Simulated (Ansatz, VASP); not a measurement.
## One calculation of HfO2, two programs

File INCAR:

```
PREC = Accurate ; ENCUT = 520
EDIFF = 1E-6 ; ISMEAR = 0
SIGMA = 0.01 ; LREAL = F
LASPH = T ; NELM = 80
ALGO = Normal ; ISIF = 2
LWAVE = F ; LCHARG = F
GGA = PS ; NBANDS = 31
```

Contents of KPOINTS:

```
Automatic mesh
0
Gamma
  4 4 6
```

The input POSCAR:

```
HfO2
1.0
    4.8768762245      0.0000000000      0.0000000000
    0.0000000000      4.8768762245      0.0000000000
    0.0000000000      0.0000000000      3.2475963504
Hf O
2 4
Direct
    0.0000000000      0.0000000000      0.0000000000
    0.5000000000      0.5000000000      0.5000000000
    0.1949550000      0.8050450000      0.5000000000
    0.3050450000      0.3050450000      0.0000000000
    0.6949550000      0.6949550000      0.0000000000
    0.8050450000      0.1949550000      0.5000000000
```

Input for Ansatz:

```yaml
crystal:
  lattice:
    - [4.876876224548749, 0.0, 0.0]
    - [0.0, 4.876876224548749, 0.0]
    - [0.0, 0.0, 3.247596350396253]
  atoms:
    - { symbol: Hf, position: [0.0, 0.0, 0.0] }
    - { symbol: Hf, position: [0.5, 0.5, 0.5] }
    - { symbol: O, position: [0.194955, 0.805045, 0.5] }
    - { symbol: O, position: [0.305045, 0.305045, 0.0] }
    - { symbol: O, position: [0.694955, 0.694955, 0.0] }
    - { symbol: O, position: [0.805045, 0.194955, 0.5] }
basis:
  ecutwfc: 450.0
kpoints:
  mp_grid:
    grid: [4, 4, 6]
hamiltonian:
  xc: pbesol
  pseudopotentials:
    kind: paw
scf:
  occupations:
    method: fixed
output:
  stress: true
```

Alike in both runs: task single point; functional PBEsol; k mesh 4 × 4 × 6; no spin polarisation.

|  | VASP | Ansatz |
| --- | --- | --- |
| version | VASP 6.6.1 | Ansatz 0.2.0 |
| potentials or method | VASP PAW PBE potentials, release 64 (Hf_pv, O), cutoff 520 eV | plane waves, PAW |
| occupations | gaussian, width 0.01 eV | fixed |
| valence electrons in the cell | 44 | 76 |

```csv
,VASP,Ansatz,Ansatz less VASP
pressure (GPa),-9.3,-6.7,+2.58
"traceless stress, the component that is largest in VASP (GPa)",-2.02,-1.58,+0.440
```

VASP's potentials were made for PBE, not for PBEsol. VASP's potentials hold 44 valence electrons a cell and Ansatz's 76, so a difference there can come from the potentials and not from the codes.

Neither program's run includes spin-orbit coupling.
